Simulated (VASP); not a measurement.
Here is a VASP 6.6.1 calculation.

File POSCAR:

```
Si
1.0
    0.0000000000      2.7221053415      2.7221053415
    2.7221053415      0.0000000000      2.7221053415
    2.7221053415      2.7221053415      0.0000000000
Si
2
Direct
    0.5213808979      0.5111808634      0.5147369126
    0.7286191021      0.7388191366      0.7352630874
```

INCAR.step1

```
ALGO = Normal
EDIFF = 1E-4
ENCUT = 600
GGA = PE
ISMEAR = 0
LASPH = T
LCHARG = F
LREAL = F
LWAVE = T
NELM = 100
PREC = Accurate
SIGMA = 0.05
```

The input INCAR.step2:

```
ALGO = Normal
EDIFF = 1E-6
EDIFFG = -0.01
ENCUT = 600
IBRION = 2
ISIF = 3
ISMEAR = 0
ISTART = 1
LASPH = T
LCHARG = F
LMIXTAU = T
LREAL = F
LWAVE = F
METAGGA = R2SCAN
NELM = 100
NSW = 100
PREC = Accurate
SIGMA = 0.05
```

KPOINTS

```
k-points
0
Gamma
  8 8 8
```

Potentials or basis: VASP PAW PBE potentials, release 64 (Si).

Run with:

```sh
$ cat potpaw_PBE.64/Si/POTCAR > POTCAR
$ cp INCAR.step1 INCAR
$ mpirun -np 1 vasp_std > vasp.out
$ cp INCAR.step2 INCAR
$ mpirun -np 1 vasp_std > vasp.out
```

(1) Predict the relaxed volume.

(2) Estimate the space group after relaxing (to 0.1 Å).

## Answers

(1) 20.12 Å³/atom.

(2) Fd-3m (No. 227).

Caveat: the PAW data sets were made with another functional, which shifts forces and pressure a little.
